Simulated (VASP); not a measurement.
MgI2:

```
Mg I
1.0
    -0.06610    3.68962    3.68962
     3.68962   -0.06610    3.68962
     3.68962    3.68962   -0.06610
Mg I
1 2
Direct
  0.00000 0.00000 0.00000
  0.24937 0.24937 0.24937
  0.75063 0.75063 0.75063
```

This cell differs from its parent crystal: strain along [111] -2.6%.

Base run:

```yaml
Program: VASP 6.6.1
Functional: r2SCAN
Potentials_or_basis: VASP PAW PBE potentials, release 64 (Mg, I)
Cutoff: 520 eV
k_mesh: 6 × 6 × 6
Occupations: gaussian, width 0.01 eV
Spin: no spin polarisation
```

Its results: band gap on the k mesh 1.37 eV (least direct gap 1.45 eV); pressure 0.8 GPa; largest force 0.005 eV/Å.

The run is repeated on the same cell with these changes: functional from r2SCAN to HSE06; k mesh from 6 × 6 × 6 to 4 × 4 × 4. What comes out?

Band gap on the k mesh 1.44 eV (least direct gap 1.75 eV); pressure 0.3 GPa; largest force 0.014 eV/Å.

Several settings changed at once.

Caveats: the structure was generated, so it needn't be the stable form of MgI2; the PAW data sets were made with another functional, which shifts forces and pressure a little; spin-orbit coupling is left out, which moves the levels of the heavy elements.

A k mesh can miss the band edges.
